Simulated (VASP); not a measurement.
Runs of VASP 6.6.1 on BaO. The structure is that of space group Fm-3m (No. 225), or close to it. The cells are those of the table. 

```tsv
cell	gap on the mesh (eV)	pressure (GPa)
a = 4.045 Å, angles 60.0°, 2 atoms	2.17	(b)
a = 3.578 Å, angles 60.0°, 2 atoms	0.41	38.6
a = 4.200 Å, angles 60.0°, 2 atoms	(a)	-9.9
a = 3.734 Å, angles 60.0°, 2 atoms	1.22	14.9
```

Alike in all rows: task single point; level PBEsol; potentials or basis VASP PAW PBE potentials, release 64 (Ba_sv, O); no spin polarisation; k mesh 8 × 8 × 8; cutoff (eV) 600; smearing gaussian 0.05 eV.

Task: Fill in the values left out.

Result: (a) 2.30; (b) -6.1.

Caveats: the PAW data sets were made with another functional, which shifts forces and pressure a little; spin-orbit coupling is left out, which moves the levels of the heavy elements; the cell stands under tension (at least some runs); the cell stands under pressure (at least some runs); semilocal functionals underestimate gaps, and a narrow one can read as zero (at least some runs).

A k mesh can miss the band edges, and the runs leave out spin-orbit coupling on Ba.
